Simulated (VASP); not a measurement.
Crystal: InPd.

```
CELL_PARAMETERS angstrom
3.27188 0.00000 0.00000
0.00000 3.27188 0.00000
0.00000 0.00000 3.27188
ATOMIC_POSITIONS crystal
In 0.00000 0.00000 0.00000
Pd 0.50000 0.50000 0.50000
```

```yaml
Program: VASP 6.6.1
Task: relaxation of cell and atoms
Functional: PBEsol
Dispersion: D4
Potentials_or_basis: VASP PAW PBE potentials, release 64 (In_d, Pd)
Cutoff: 600 eV
k_mesh: 8 × 8 × 8
Occupations: fermi-dirac, width 0.05 eV
Spin: no spin polarisation
```

At the start: pressure -5.3 GPa; volume 17.51 Å³/atom.

How do energy, volume and symmetry change on relaxing?

Over 3 steps the energy falls by 11.7 meV/atom and the volume is 16.84 Å³/atom (-3.9 %); space group Pm-3m (No. 221, to 0.1 Å) before and after.

Step by step:
```tsv
step	energy change (eV)	largest force (eV/Å)	pressure (GPa)	volume (Å³)
1	0.0000	0.0000	-5.28	35.03
2	0.0099	0.0000	7.57	32.18
3	-0.0234	0.0000	-0.01	33.68
```

Final structure:
```
In Pd
1.0
     3.22927    0.00000    0.00000
     0.00000    3.22927    0.00000
     0.00000    0.00000    3.22927
In Pd
1 1
Direct
  0.00000 0.00000 0.00000
  0.50000 0.50000 0.50000
```

Caveat: the PAW data sets were made with another functional, which shifts forces and pressure a little.
